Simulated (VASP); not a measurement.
# NaF (P4_2/mmc) in VASP: density of states with PBE

Aim: the density of states of NaF with PBE.

Program: VASP 6.6.1. These are calculated values, not measurements. Logs are shortened: lines on timing, memory, paths and dates and some standing lists are left out, and cuts for length are marked.

**1. The cell of the first run**

Symmetry: P4_2/mmc, No. 131, tetragonal system. Conventional cell: a = 3.332 Å, b = 3.332 Å, c = 6.039 Å, α = 90.00°, β = 90.00°, γ = 90.00°. Na (site symmetry mmm) has 4 F at 2.25 Å within 3.0 Å. F (site symmetry -4m2) has 4 Na at 2.25 Å within 3.0 Å.

**2. Density of states, PBE**

File POSCAR:

```
NaF
1.0
    3.3315466535      0.0000000000      0.0000000000
    0.0000000000      3.3315466535      0.0000000000
    0.0000000000      0.0000000000      6.0388836790
Na F
2 2
Direct
    0.0000000000      0.5000000000      0.0000000000
    0.5000000000      0.0000000000      0.5000000000
    0.5000000000      0.5000000000      0.2500000000
    0.5000000000      0.5000000000      0.7500000000
```

File INCAR.step1:

```
ALGO = Normal
EDIFF = 1E-6
ENCUT = 520
GGA = PE
ISIF = 2
ISMEAR = 0
LASPH = True
LCHARG = True
LREAL = False
LWAVE = False
NBANDS = 22
NELM = 100
PREC = Accurate
SIGMA = 0.02
```

File KPOINTS.step1:

```
k-points
0
Gamma
  8 8 4
```

File INCAR.step2:

```
ALGO = Normal
EDIFF = 1E-6
ENCUT = 520
GGA = PE
ICHARG = 11
ISIF = 2
ISMEAR = -5
LASPH = True
LCHARG = False
LORBIT = 11
LREAL = False
LWAVE = False
NEDOS = 1001
NELM = 100
PREC = Accurate
SIGMA = 0.02
```

File KPOINTS.step2:

```
k-points
0
Gamma
  12 12 6
```

Potentials or basis: VASP PAW PBE potentials, release 64 (Na_pv, F).

On the command line:

```sh
$ cat potpaw_PBE.64/Na_pv/POTCAR potpaw_PBE.64/F/POTCAR > POTCAR
$ cp INCAR.step1 INCAR
$ cp KPOINTS.step1 KPOINTS
$ mpirun -np 1 vasp_std > vasp.out
$ cp INCAR.step2 INCAR
$ cp KPOINTS.step2 KPOINTS
$ mpirun -np 1 vasp_std > vasp.out
```

OUTCAR:

```text
EDIFF = 1E-6
   ENCUT = 520
   GGA = PE
   ICHARG = 11
   ISIF = 2
   ISMEAR = -5
   LASPH = True
   LORBIT = 11
   LREAL = False
   NELM = 100
   PREC = Accurate

 ion  position               nearest neighbor table
   1  0.000  0.500  0.000-   3 2.25   4 2.25   3 2.25   4 2.25
   2  0.500  0.000  0.500-   3 2.25   4 2.25   3 2.25   4 2.25
   3  0.500  0.500  0.250-   1 2.25   2 2.25   2 2.25   1 2.25
   4  0.500  0.500  0.750-   1 2.25   2 2.25   2 2.25   1 2.25

  LATTYP: Found a simple tetragonal cell.
 ALAT       =     3.3315466535
 C/A-ratio  =     1.8126366841

  Lattice vectors:

 A1 = (   3.3315466535,   0.0000000000,   0.0000000000)
 A2 = (   0.0000000000,   3.3315466535,   0.0000000000)
 A3 = (   0.0000000000,   0.0000000000,   6.0388836790)

Analysis of symmetry for initial positions (statically):
=====================================================================
 Subroutine PRICEL returns:
 Original cell was already a primitive cell.

 Routine SETGRP: Setting up the symmetry group for a
 simple tetragonal supercell.

 Subroutine GETGRP returns: Found 16 space group operations
 (whereof  8 operations were pure point group operations)
 out of a pool of 16 trial point group operations.

The static configuration has the point symmetry D_2h.
 The point group associated with its full space group is D_4h.

Analysis of symmetry for dynamics (positions and initial velocities):
=====================================================================
 Subroutine PRICEL returns:
 Original cell was already a primitive cell.

 Routine SETGRP: Setting up the symmetry group for a
 simple tetragonal supercell.

 Subroutine GETGRP returns: Found 16 space group operations
 (whereof  8 operations were pure point group operations)
 out of a pool of 16 trial point group operations.

The dynamic configuration has the point symmetry D_2h.
 The point group associated with its full space group is D_4h.

 Subroutine INISYM returns: Found 16 space group operations
 (whereof  8 operations are pure point group operations),
 and found     1 'primitive' translations

----------------------------------------------------------------------------------------

                                     Primitive cell

  volume of cell :      67.0268

  direct lattice vectors                    reciprocal lattice vectors
     3.331546653  0.000000000  0.000000000     0.300160887  0.000000000  0.000000000
     0.000000000  3.331546653  0.000000000     0.000000000  0.300160887  0.000000000
     0.000000000  0.000000000  6.038883679     0.000000000  0.000000000  0.165593519

  length of vectors
     3.331546653  3.331546653  6.038883679     0.300160887  0.300160887  0.165593519

  position of ions in fractional coordinates (direct lattice)
     0.000000000  0.500000000  0.000000000
     0.500000000  0.000000000  0.500000000
     0.500000000  0.500000000  0.250000000
     0.500000000  0.500000000  0.750000000

  ion indices of the primitive-cell ions
   primitive index   ion index
                 1           1
                 2           2
                 3           3
                 4           4

----------------------------------------------------------------------------------------

 KPOINTS: k-points

Automatic generation of k-mesh.
 Grid dimensions read from file:
 generate k-points for:   12   12    6

 Generating k-lattice:

  Cartesian coordinates                     Fractional coordinates (reciprocal lattice)
     0.025013407  0.000000000  0.000000000     0.083333333  0.000000000  0.000000000
     0.000000000  0.025013407  0.000000000     0.000000000  0.083333333  0.000000000
     0.000000000  0.000000000  0.027598920     0.000000000  0.000000000  0.166666667

  Length of vectors
     0.025013407  0.025013407  0.027598920

  Shift w.r.t. Gamma in fractional coordinates (k-lattice)
     0.000000000  0.000000000  0.000000000

 TETIRR: Found   1296 inequivalent tetrahedra from     5184

 Subroutine IBZKPT returns following result:
 ===========================================

 Found    112 irreducible k-points:

 Following reciprocal coordinates:
            Coordinates               Weight
  0.000000  0.000000  0.000000      1.000000
  0.083333  0.000000  0.000000      4.000000
  0.166667  0.000000  0.000000      4.000000
  0.250000  0.000000  0.000000      4.000000
  0.333333  0.000000  0.000000      4.000000
  0.416667  0.000000  0.000000      4.000000
[... 16 lines left out ...]
  0.333333  0.333333  0.000000      4.000000
  0.416667  0.333333  0.000000      8.000000
 [... further k-points ...]
   k-points           NKPTS =    112   k-points in BZ     NKDIM =    112   number of bands    NBANDS=     18
   number of dos      NEDOS =   1001   number of ions     NIONS =      4
   total plane-waves  NPLWV =  37632
   dimension x,y,z NGX =    28 NGY =   28 NGZ =   48
   dimension x,y,z NGXF=    56 NGYF=   56 NGZF=   96
   ions per type =               2   2
   NGX,Y,Z   is equivalent  to a cutoff of  13.97, 13.97, 13.21 a.u.
   NGXF,Y,Z  is equivalent  to a cutoff of  27.94, 27.94, 26.43 a.u.
 SYSTEM =  unknown system
   PREC   = accura    normal or accurate (medium, high low for compatibility)
   ISTART =      0    job   : 0-new  1-cont  2-samecut
   ICHARG =     11    charge: 1-file 2-atom 10-const
   ISPIN  =      1    spin polarized calculation?
   LNONCOLLINEAR =      F non collinear calculations
   LSORBIT =      F    spin-orbit coupling
   LASPH  =      T    aspherical Exc in radial PAW
   ENCUT  =  520.0 eV  38.22 Ry    6.18 a.u.   6.19  6.19 11.23*2*pi/ulx,y,z
   NELM   =    100;   NELMIN=  2; NELMDL=  0     # of ELM steps
   EDIFF  = 0.1E-05   stopping-criterion for ELM
   LREAL  =      F    real-space projection
   EDIFFG = 0.1E-04   stopping-criterion for IOM
   NSW    =      0    number of steps for IOM
   IBRION =     -1    ionic relax: 0-MD 1-quasi-New 2-CG
   NFREE  =      0    steps in history (QN), initial steepest desc. (CG)
   ISIF   =      2    stress and relaxation
   ISYM   =      2    0-nonsym 1-usesym 2-fastsym
   POTIM  = 0.5000    time-step for ionic-motion
   TEBEG  =    0.0;   TEEND  =   0.0 temperature during run
   PSTRESS=    0.0 pullay stress
   NELECT =      28.0000    total number of electrons
   NUPDOWN=      -1.0000    fix difference up-down
   EMIN   =  10.00;   EMAX   =-10.00  energy-range for DOS
   EFERMI =   0.00;   METHOD = LEGACY
   ISMEAR =    -5;   SIGMA  =   0.02  broadening in eV -4-tet -1-fermi 0-gaus
   EFERMI_NEDOS =   21; number of points for ismear=-14 and -15
   IALGO  =     38    algorithm
   IMIX   =      4    mixing-type and parameters
     AMIX     =   0.40;   BMIX     =  1.00
     AMIX_MAG =   1.60;   BMIX_MAG =  1.00
  volume/ion in A,a.u.               =      16.76       113.08
  Fermi-wavevector in a.u.,A,eV,Ry     =   1.223803  2.312651 20.377346  1.497693
  Thomas-Fermi vector in A             =   2.358900
   LORBIT       =     11    0 simple, 1 ext, 2 COOP (PROOUT), +10 PAW based schemes
   GGA     = PE    functional components
   LHFCALC =     F    Hartree Fock is set to
   AEXX    =    0.0000 exact exchange contribution
   IVDW    =     0    specifies the selected vdW correction
   LEPSILON=     F    determine dielectric tensor
   LRPA    =     F    only Hartree local field effects (RPA)
 non-spin polarized calculation
 Fermi weights with tetrahedron method with Bloechl corrections
  energy-cutoff  :      520.00
  volume of cell :       67.03
 maximum number of plane-waves:      1840
 NGX is ok and might be reduce to    28

 number of electron      27.9999998 magnetization

 Free energy of the ion-electron system (eV)
  ---------------------------------------------------
  ext. energy  EPLUGINS =         0.00000000
  ---------------------------------------------------
  free energy    TOTEN  =       -16.41789458 eV

  energy without entropy =      -16.41789458  energy(sigma->0) =      -16.41789458

 E-fermi :  -2.8525     XC(G=0):  -7.6338

 val. band max:       -2.8589524238   @ k =   0.1667   0.1667   0.0000
 cond. band min:       1.7728319438   @ k =   0.0000   0.0000   0.0000
 fundamental gap:      4.6317843676
 Fermi energy:        -2.8525300268

 k-point     1 :       0.0000    0.0000    0.0000
  band No.  band energies     occupation
      1     -23.0259      2.00000
      2     -22.7432      2.00000
      3     -22.7432      2.00000
      4     -22.5746      2.00000
      5     -22.5348      2.00000
      6     -22.5348      2.00000
[... 10 lines left out ...]
     17       6.2519      0.00000
     18      12.5679      0.00000

 k-point     2 :       0.0833    0.0000    0.0000
  band No.  band energies     occupation
      1     -23.0141      2.00000
      2     -22.7471      2.00000
      3     -22.7428      2.00000
      4     -22.5748      2.00000
      5     -22.5740      2.00000
      6     -22.5345      2.00000
[... 10 lines left out ...]
     17       6.3755      0.00000
     18      12.2475      0.00000

 k-point     3 :       0.1667    0.0000    0.0000
  band No.  band energies     occupation
      1     -22.9809      2.00000
      2     -22.7577      2.00000
      3     -22.7417      2.00000
      4     -22.6623      2.00000
      5     -22.5757      2.00000
      6     -22.5336      2.00000
[... 10 lines left out ...]
     17       6.7308      0.00000
     18      11.1030      0.00000

 k-point     4 :       0.2500    0.0000    0.0000
  band No.  band energies     occupation
      1     -22.9328      2.00000
      2     -22.7722      2.00000
      3     -22.7583      2.00000
      4     -22.7402      2.00000
      5     -22.5776      2.00000
      6     -22.5324      2.00000
[... 375 lines left out ...]
      4     -22.7146      2.00000
      5     -22.5843      2.00000
      6     -22.5738      2.00000
[... 10 lines left out ...]
     17       7.7021      0.00000
     18       8.9721      0.00000

 k-point    23 :       0.3333    0.3333    0.0000
  band No.  band energies     occupation
      1     -22.9858      2.00000
      2     -22.7854      2.00000
      3     -22.7763      2.00000
      4     -22.7200      2.00000
      5     -22.5802      2.00000
      6     -22.5795      2.00000
[... 10 lines left out ...]
     17       8.6648      0.00000
     18       8.9817      0.00000

 k-point    24 :       0.4167    0.3333    0.0000
  band No.  band energies     occupation
      1     -23.0210      2.00000
      2     -22.7929      2.00000
      3     -22.7775      2.00000
      4     -22.6718      2.00000
      5     -22.5847      2.00000
      6     -22.5811      2.00000
[... 10 lines left out ...]
     17       8.5280      0.00000
     18       8.8494      0.00000

 [... further k-points ...]
[... 5 lines left out ...]
  --------------------------------------------------------------------------------------
  -------------------------------------------------------------------------------------
  Total       -0.0578633     -0.0578633      0.0093725     -0.0000000      0.0000000      0.0000000
  in kB       -1.3831363     -1.3831363      0.2240367     -0.0000000      0.0000000      0.0000000
  external PRESSURE =      -0.8474120 kB  Pullay stress =       0.0000000 kB

 VOLUME and BASIS-vectors are now :
 -----------------------------------------------------------------------------
  energy-cutoff  :      520.00
  volume of cell :       67.03
      direct lattice vectors                 reciprocal lattice vectors
     3.331546653  0.000000000  0.000000000     0.300160887  0.000000000  0.000000000
     0.000000000  3.331546653  0.000000000     0.000000000  0.300160887  0.000000000
     0.000000000  0.000000000  6.038883679     0.000000000  0.000000000  0.165593519

 POSITION                                       TOTAL-FORCE (eV/Angst)
 -----------------------------------------------------------------------------------
      0.00000      1.66577      0.00000         0.000000      0.000000     -0.000000
      1.66577      0.00000      3.01944         0.000000      0.000000     -0.000000
      1.66577      1.66577      1.50972        -0.000000      0.000000      0.000000
      1.66577      1.66577      4.52916         0.000000     -0.000000     -0.000000
 -----------------------------------------------------------------------------------
    total drift:                                0.000000      0.000000      0.000000

  FREE ENERGIE OF THE ION-ELECTRON SYSTEM (eV)
  ---------------------------------------------------
  free  energy   TOTEN  =       -16.4178945762 eV

  energy  without entropy=      -16.4178945762  energy(sigma->0) =      -16.41789458

 total charge

# of ion       s       p       d       tot
------------------------------------------
    1        0.048   5.989   0.000   6.037
    2        0.048   5.989   0.000   6.037
    3        1.729   4.366   0.000   6.095
    4        1.729   4.366   0.000   6.095
--------------------------------------------------
tot          3.555  20.710   0.000  24.264
```

Wall time 77 s (1 thread of Intel Xeon Platinum 8488C (Sapphire Rapids), shared host); peak memory 0.25 GiB.

What came out:

- Valence electrons inside the program's atomic spheres: Na 6.04; F 6.09

Levels at points of the mesh, in eV from the valence-band top:
```tsv
k point	band 11	band 12	band 13	band 14	band 15	band 16	band 17	band 18
(0.00, 0.00, 0.00)	-0.27	-0.22	-0.22	-0.01	4.63	8.99	9.11	15.43
(0.50, 0.00, 0.00)	-0.84	-0.20	-0.14	-0.01	7.98	9.38	9.86	11.91
(0.50, 0.50, 0.00)	-0.94	-0.65	-0.65	-0.01	8.47	11.71	11.71	11.72
(0.00, 0.00, 0.50)	-0.29	-0.29	-0.20	-0.20	5.96	5.96	13.20	13.20
(0.50, 0.00, 0.50)	-0.70	-0.58	-0.22	-0.12	8.35	8.81	10.18	11.55
(0.50, 0.50, 0.50)	-0.84	-0.84	-0.50	-0.50	9.36	9.36	11.75	11.75
```
